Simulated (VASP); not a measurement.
# SnO2 in VASP: further runs, part 2 of 2

VASP 6.6.1. The steps go on from the part before.

## Step 3: Single point, r2SCAN

POSCAR reads:

```
SnO2
1.0
    4.7605168897      0.0000000000      0.0000000000
    0.0000000000      4.7607001850      0.0000000000
    0.0000000000      0.0000000000      3.2000489410
Sn O
2 4
Direct
    0.5000000000      0.5000000000      0.5000000000
    0.0000000000      0.0000000000      0.0000000000
    0.3058348047      0.3059224645      0.0000000000
    0.8058348047      0.1940775355      0.5000000000
    0.1941651953      0.8059224645      0.5000000000
    0.6941651953      0.6940775355      0.0000000000
```

INCAR.step1 reads:

```
SYSTEM = SnO2
ALGO = Normal ; EDIFF = 1E-4
ENCUT = 520 ; GGA = PE
ISMEAR = 0 ; LASPH = .TRUE.
LCHARG = .FALSE. ; LREAL = .FALSE.
LWAVE = .TRUE. ; NBANDS = 35
NELM = 100 ; PREC = Accurate
SIGMA = 0.01
```

INCAR.step2 reads:

```
SYSTEM = SnO2
ALGO = Normal ; EDIFF = 1E-7
ENCUT = 520 ; ISIF = 2
ISMEAR = 0 ; ISTART = 1
LASPH = .TRUE. ; LCHARG = .TRUE.
LELF = .TRUE. ; LMIXTAU = .TRUE.
LREAL = .FALSE. ; LVHAR = .TRUE.
LWAVE = .FALSE. ; METAGGA = R2SCAN
NBANDS = 35 ; NELM = 100
PREC = Accurate ; SIGMA = 0.01
```

KPOINTS reads:

```
k-points
0
G
  6 6 8
  0 0 0
```

Potentials or basis: VASP PAW PBE potentials, release 64 (Sn_d, O).

On the command line:

```
> cat potpaw_PBE.64/Sn_d/POTCAR potpaw_PBE.64/O/POTCAR > POTCAR
> cp INCAR.step1 INCAR
> mpirun -np 1 vasp_std > vasp.out
> cp INCAR.step2 INCAR
> mpirun -np 1 vasp_std > vasp.out
```

OUTCAR:

```text
SYSTEM = SnO2
   EDIFF = 1E-7
   ENCUT = 520
   ISIF = 2
   ISMEAR = 0
   ISTART = 1
   LASPH = .TRUE.
   LREAL = .FALSE.
   METAGGA = R2SCAN
   NELM = 100
   PREC = Accurate

 ion  position               nearest neighbor table
   1  0.500  0.500  0.500-   4 2.06   5 2.06   3 2.07   6 2.07   3 2.07   6 2.07   2 3.73   2 3.73
                             2 3.73   2 3.73   2 3.73   2 3.73   2 3.73   2 3.73
   2  0.000  0.000  0.000-   3 2.06   6 2.06   5 2.07   4 2.07   4 2.07   5 2.07   1 3.73   1 3.73
                             1 3.73   1 3.73   1 3.73   1 3.73   1 3.73   1 3.73
   3  0.306  0.306  0.000-   2 2.06   1 2.07   1 2.07
   4  0.806  0.194  0.500-   1 2.06   2 2.07   2 2.07
   5  0.194  0.806  0.500-   1 2.06   2 2.07   2 2.07
   6  0.694  0.694  0.000-   2 2.06   1 2.07   1 2.07

  LATTYP: Found a simple orthorhombic cell.
 ALAT       =     3.2000489410
 B/A-ratio  =     1.4876387760
 C/A-ratio  =     1.4876960549

  Lattice vectors:

 A1 = (   0.0000000000,   0.0000000000,   3.2000489410)
 A2 = (   4.7605168897,   0.0000000000,   0.0000000000)
 A3 = (   0.0000000000,   4.7607001850,   0.0000000000)

Analysis of symmetry for initial positions (statically):
=====================================================================
 Subroutine PRICEL returns:
 Original cell was already a primitive cell.

 Routine SETGRP: Setting up the symmetry group for a
 simple orthorhombic supercell.

 Subroutine GETGRP returns: Found  8 space group operations
 (whereof  4 operations were pure point group operations)
 out of a pool of  8 trial point group operations.

The static configuration has the point symmetry C_2h.
 The point group associated with its full space group is D_2h.

Analysis of symmetry for dynamics (positions and initial velocities):
=====================================================================
 Subroutine PRICEL returns:
 Original cell was already a primitive cell.

 Routine SETGRP: Setting up the symmetry group for a
 simple orthorhombic supercell.

 Subroutine GETGRP returns: Found  8 space group operations
 (whereof  4 operations were pure point group operations)
 out of a pool of  8 trial point group operations.

The dynamic configuration has the point symmetry C_2h.
 The point group associated with its full space group is D_2h.

 Subroutine INISYM returns: Found  8 space group operations
 (whereof  4 operations are pure point group operations),
 and found     1 'primitive' translations

----------------------------------------------------------------------------------------

                                     Primitive cell

  volume of cell :      72.5240

  direct lattice vectors                    reciprocal lattice vectors
     4.760516890  0.000000000  0.000000000     0.210061223  0.000000000  0.000000000
     0.000000000  4.760700185  0.000000000     0.000000000  0.210053135  0.000000000
     0.000000000  0.000000000  3.200048941     0.000000000  0.000000000  0.312495221

  length of vectors
     4.760516890  4.760700185  3.200048941     0.210061223  0.210053135  0.312495221

  position of ions in fractional coordinates (direct lattice)
     0.500000000  0.500000000  0.500000000
     0.000000000  0.000000000  0.000000000
     0.305834805  0.305922465  0.000000000
     0.805834805  0.194077535  0.500000000
[... 42 lines left out ...]
  0.333333  0.000000  0.000000      2.000000
  0.500000  0.000000  0.000000      1.000000
  0.000000  0.166667  0.000000      2.000000
  0.166667  0.166667  0.000000      4.000000
[... 16 lines left out ...]
  0.333333  0.166667  0.125000      8.000000
  0.500000  0.166667  0.125000      4.000000
 [... further k-points ...]
   k-points           NKPTS =     80   k-points in BZ     NKDIM =     80   number of bands    NBANDS=     35
   number of dos      NEDOS =    301   number of ions     NIONS =      6
   total plane-waves  NPLWV =  31104
   dimension x,y,z NGX =    36 NGY =   36 NGZ =   24
   dimension x,y,z NGXF=    72 NGYF=   72 NGZF=   48
   ions per type =               2   4
   NGX,Y,Z   is equivalent  to a cutoff of  12.57, 12.57, 12.47 a.u.
   NGXF,Y,Z  is equivalent  to a cutoff of  25.14, 25.14, 24.94 a.u.
 SYSTEM =  SnO2
   PREC   = accura    normal or accurate (medium, high low for compatibility)
   ISTART =      1    job   : 0-new  1-cont  2-samecut
   ICHARG =      0    charge: 1-file 2-atom 10-const
   ISPIN  =      1    spin polarized calculation?
   LNONCOLLINEAR =      F non collinear calculations
   LSORBIT =      F    spin-orbit coupling
   LASPH  =      T    aspherical Exc in radial PAW
   ENCUT  =  520.0 eV  38.22 Ry    6.18 a.u.   8.85  8.85  5.95*2*pi/ulx,y,z
   NELM   =    100;   NELMIN=  2; NELMDL=  0     # of ELM steps
   EDIFF  = 0.1E-06   stopping-criterion for ELM
   LREAL  =      F    real-space projection
   EDIFFG = 0.1E-05   stopping-criterion for IOM
   NSW    =      0    number of steps for IOM
   IBRION =     -1    ionic relax: 0-MD 1-quasi-New 2-CG
   NFREE  =      0    steps in history (QN), initial steepest desc. (CG)
   ISIF   =      2    stress and relaxation
   ISYM   =      2    0-nonsym 1-usesym 2-fastsym
   POTIM  = 0.5000    time-step for ionic-motion
   TEBEG  =    0.0;   TEEND  =   0.0 temperature during run
   PSTRESS=    0.0 pullay stress
   NELECT =      52.0000    total number of electrons
   NUPDOWN=      -1.0000    fix difference up-down
   EMIN   =  10.00;   EMAX   =-10.00  energy-range for DOS
   EFERMI =   0.00;   METHOD = LEGACY
   ISMEAR =     0;   SIGMA  =   0.01  broadening in eV -4-tet -1-fermi 0-gaus
   EFERMI_NEDOS =   21; number of points for ismear=-14 and -15
   IALGO  =     38    algorithm
   IMIX   =      4    mixing-type and parameters
     AMIX     =   0.40;   BMIX     =  1.00
     AMIX_MAG =   1.60;   BMIX_MAG =  1.00
  volume/ion in A,a.u.               =      12.09        81.57
  Fermi-wavevector in a.u.,A,eV,Ry     =   1.465262  2.768945 29.211628  2.146994
  Thomas-Fermi vector in A             =   2.581140
   LORBIT       =      0    0 simple, 1 ext, 2 COOP (PROOUT), +10 PAW based schemes
   METAGGA = R2SCAN    functional components
   LHFCALC =     F    Hartree Fock is set to
   AEXX    =    0.0000 exact exchange contribution
   IVDW    =     0    specifies the selected vdW correction
   LEPSILON=     F    determine dielectric tensor
   LRPA    =     F    only Hartree local field effects (RPA)
 non-spin polarized calculation
 Gauss-broadening in eV      SIGMA  =   0.01
  energy-cutoff  :      520.00
  volume of cell :       72.52
 maximum number of plane-waves:      1992
 NGX is ok and might be reduce to    36
   NGX = 17   NGY = 17   NGZ = 11

 number of electron      52.0000003 magnetization

 Free energy of the ion-electron system (eV)
  ---------------------------------------------------
  ext. energy  EPLUGINS =         0.00000000
  ---------------------------------------------------
  free energy    TOTEN  =       -84.62955389 eV

  energy without entropy =      -84.62955389  energy(sigma->0) =      -84.62955389

 E-fermi :   5.6125     XC(G=0): -11.9690

 val. band max:        5.5567966943   @ k =   0.0000   0.0000   0.0000
 cond. band min:       7.3507755652   @ k =   0.0000   0.0000   0.0000
 fundamental gap:      1.7939788709
 Fermi energy:         5.6125082910

 k-point     1 :       0.0000    0.0000    0.0000
  band No.  band energies     occupation
      1     -16.1808      2.00000
      2     -15.2678      2.00000
      3     -14.9674      2.00000
      4     -14.9674      2.00000
      5     -14.9451      2.00000
      6     -14.9061      2.00000
[... 901 lines left out ...]
     34      18.7058      0.00000
     35      19.0357      0.00000

 [... further k-points ...]

------------------------ aborting loop because EDIFF is reached ----------------------------------------

  FORCE on cell =-STRESS in cart. coord.  units (eV):
  Direction    XX          YY          ZZ          XY          YZ          ZX
  --------------------------------------------------------------------------------------
  -------------------------------------------------------------------------------------
  Total        0.4064566      0.4067133      0.6704569      0.0000000      0.0000000      0.0000000
  in kB        8.9793153      8.9849858     14.8115277      0.0000000      0.0000000      0.0000000
  external PRESSURE =      10.9252763 kB  Pullay stress =       0.0000000 kB

 VOLUME and BASIS-vectors are now :
 -----------------------------------------------------------------------------
  energy-cutoff  :      520.00
  volume of cell :       72.52
      direct lattice vectors                 reciprocal lattice vectors
     4.760516890  0.000000000  0.000000000     0.210061223  0.000000000  0.000000000
     0.000000000  4.760700185  0.000000000     0.000000000  0.210053135  0.000000000
     0.000000000  0.000000000  3.200048941     0.000000000  0.000000000  0.312495221

 POSITION                                       TOTAL-FORCE (eV/Angst)
 -----------------------------------------------------------------------------------
      2.38026      2.38035      1.60002         0.000000      0.000000      0.000000
      0.00000      0.00000      0.00000         0.000000      0.000000      0.000000
      1.45593      1.45641      0.00000        -0.016764     -0.017028     -0.000000
      3.83619      0.92394      1.60002        -0.016764      0.017028      0.000000
      0.92433      3.83676      1.60002         0.016764     -0.017028      0.000000
      3.30459      3.30430      0.00000         0.016764      0.017028      0.000000
 -----------------------------------------------------------------------------------
    total drift:                                0.000000      0.000000     -0.000000

  FREE ENERGIE OF THE ION-ELECTRON SYSTEM (eV)
  ---------------------------------------------------
  free  energy   TOTEN  =       -84.6295538910 eV

  energy  without entropy=      -84.6295538910  energy(sigma->0) =      -84.62955389
```

It took 17 min on 1 thread of Intel Xeon 8259CL, shared host; peak memory 0.29 GiB.

Results:

```
Free energy            : -84.6296 eV
Pressure               : 1.1 GPa
Largest force          : 0.024 eV/Å
Band gap on the k mesh : 1.79 eV
```

Forces on the atoms (eV/Å):
```
Sn   0.000  0.000  0.000
Sn   0.000  0.000  0.000
O   -0.017 -0.017  0.000
O   -0.017  0.017  0.000
O    0.017 -0.017  0.000
O    0.017  0.017  0.000
```

Stress tensor (GPa, compression positive):
```
0.90 0.00 0.00
0.00 0.90 0.00
0.00 0.00 1.48
```

Caveat: the PAW data sets were made with another functional, which shifts forces and pressure a little; spin-orbit coupling is left out, which moves the levels of the heavy elements.
